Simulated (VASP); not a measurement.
# W: single point with PBEsol

Crystal: W.

```xyz
1
Lattice="0.0000 2.0290 1.9390 2.0290 0.0000 1.9390 2.0290 2.0290 0.0000" Properties=species:S:1:pos:R:3 pbc="T T T"
W     0.0000    0.0000    0.0000
```

This cell differs from its parent crystal: strain +0.015 along x and y, -0.030 along z.

* Program: VASP 6.6.1
* Task: single point
* Functional: PBEsol
* Potentials or basis: VASP PAW PBE potentials, release 64 (W_sv)
* Cutoff: 520 eV
* k mesh: 26 × 26 × 26
* Occupations: gaussian, width 0.15 eV
* Spin: no spin polarisation
* Dipole correction: no
* Further INCAR settings: ALGO = Fast; EDIFF = 1e-07; NBANDS = 13

```json
{"Pressure": "0.8 GPa", "Band gap on the k mesh": "zero (bands 7 and 8 overlap by 4.42 eV)"}
```

Stress tensor (GPa, compression positive):
```
 5.69  0.00  0.00
 0.00  5.69  0.00
 0.00  0.00 -8.85
```

Levels at points of the mesh, in eV from the Fermi level:
| k point | band 5 | band 6 | band 7 | band 8 | band 9 | band 10 |
| --- | --- | --- | --- | --- | --- | --- |
| (0.00, 0.00, 0.00) | -9.21 | -0.84 | -0.84 | -0.24 | 2.12 | 3.00 |
| (0.50, 0.00, 0.00) | -5.82 | -1.25 | -0.53 | 0.68 | 4.95 | 5.40 |
| (0.50, 0.50, 0.00) | -5.73 | -4.84 | 3.79 | 5.10 | 5.97 | 5.97 |
| (0.50, 0.00, 0.50) | -5.77 | -4.69 | 2.86 | 5.10 | 5.58 | 6.27 |

Wall time 2.2 min on 1 thread of Intel(R) Xeon(R) 6975P-C (Granite Rapids), on a shared host, peak memory 0.37 GiB.

Caveat: the cell differs from its parent crystal (strain +0.015 along x and y, -0.030 along z); the PAW data sets were made with another functional, which shifts forces and pressure a little; spin-orbit coupling is left out, which moves the levels of the heavy elements.
